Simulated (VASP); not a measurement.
Set up this calculation in VASP 6.6.1, as the native input.

```yaml
Task: single point
Functional: PBE
Dispersion: D3(BJ)
Potentials_or_basis: VASP PAW PBE potentials, release 64 (Sb)
Cutoff: 520 eV
k_mesh: 14 × 14 × 14
Occupations: gaussian, width 0.1 eV
Spin: no spin polarisation
Dipole_correction: no
Further_INCAR_settings: ALGO = Normal; EDIFF = 1e-06; NBANDS = 8
```

The structure of Sb lies in POSCAR:

```
Sb
1.0
    3.0616091772      0.0000000000      0.0000000000
    0.0000000000      3.0616091772      0.0000000000
    0.0000000000      0.0000000000      3.0616091772
Sb
1
Direct
    0.0000000000      0.0000000000      0.0000000000
```

This isn't the form of Sb at room conditions, which is rhombohedral.

One way to write it, as run:

INCAR

```
ALGO     = Normal         # electronic algorithm
EDIFF    = 1E-6           # SCF threshold, eV
ENCUT    = 520            # plane-wave cutoff, eV
GGA      = PE             # functional
ISIF     = 2              # what is computed and relaxed
ISMEAR   = 0              # smearing method
IVDW     = 12             # dispersion correction
LASPH    = True           # aspherical terms in the spheres
LCHARG   = True           # write CHGCAR
LELF     = True           # ELF
LREAL    = False          # projectors in reciprocal space
LVHAR    = True         
LWAVE    = False          # write WAVECAR
NBANDS   = 8              # bands
NELM     = 60             # most SCF steps
PREC     = Accurate       # precision mode
SIGMA    = 0.1            # smearing width, eV
```

KPOINTS

```
k-points
0
Gamma
  14 14 14
```

Potentials or basis: VASP PAW PBE potentials, release 64 (Sb).

Launch:

```bash
$ cat potpaw_PBE.64/Sb/POTCAR > POTCAR
$ mpirun -np 1 vasp_std > vasp.out
```

Results of the run:

```json
{"Pressure": "0.0 GPa", "Band gap on the k mesh": "zero (an odd number of electrons rules out a gap without spin polarisation)", "Dispersion energy per atom": "-0.498 eV"}
```

Caveat: spin-orbit coupling is left out, which moves the levels of the heavy elements.

Wall time 25 s on 1 thread of AMD EPYC 7R13, with other jobs on the host, peak memory 0.13 GiB.
